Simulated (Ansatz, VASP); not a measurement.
# One calculation of V4Ir, two programs

```
V Ir
1.0
     0.00000    2.20714   10.30607
     1.50986    0.00000   10.30607
     1.50986    2.20714    0.00000
V Ir
4 1
Direct
  0.39715 0.39715 0.60285
  0.79949 0.79949 0.20051
  0.20051 0.20051 0.79949
  0.60285 0.60285 0.39715
  0.00000 0.00000 0.00000
```

Alike in both runs: task single point; functional PBEsol; k mesh 2 × 2 × 2; occupations gaussian, width 0.1 eV; no spin polarisation.

|  | VASP | Ansatz |
| --- | --- | --- |
| version | VASP 6.6.1 | Ansatz 0.2.0 |
| potentials or method | VASP PAW PBE potentials, release 64 (V_sv, Ir), cutoff 520 eV | scalar-relativistic, plane waves, PAW |
| valence electrons in the cell | 61 | 69 |

|  | VASP | Ansatz | Ansatz less VASP |
| --- | --- | --- | --- |
| gap on the k mesh at the Fermi level (eV) | none | none | - |
| pressure (GPa) | -9.6 | -9.8 | -0.18 |
| traceless stress, the component that is largest in VASP (GPa) | -26.03 | -25.74 | +0.291 |
| rms of the force components (eV/Å) | 0.162 | 0.175 | +0.0130 |

VASP's potentials were made for PBE, not for PBEsol. Atom by atom the forces differ by 0.013 eV/Å (rms over components). A gap of «none» marks a metal or a gap that the smearing closes. VASP's potentials hold 61 valence electrons a cell and Ansatz's 69, so a difference there can come from the potentials and not from the codes.

The k mesh is coarse, so the values compare programs but aren't converged. Neither program's run includes spin-orbit coupling.
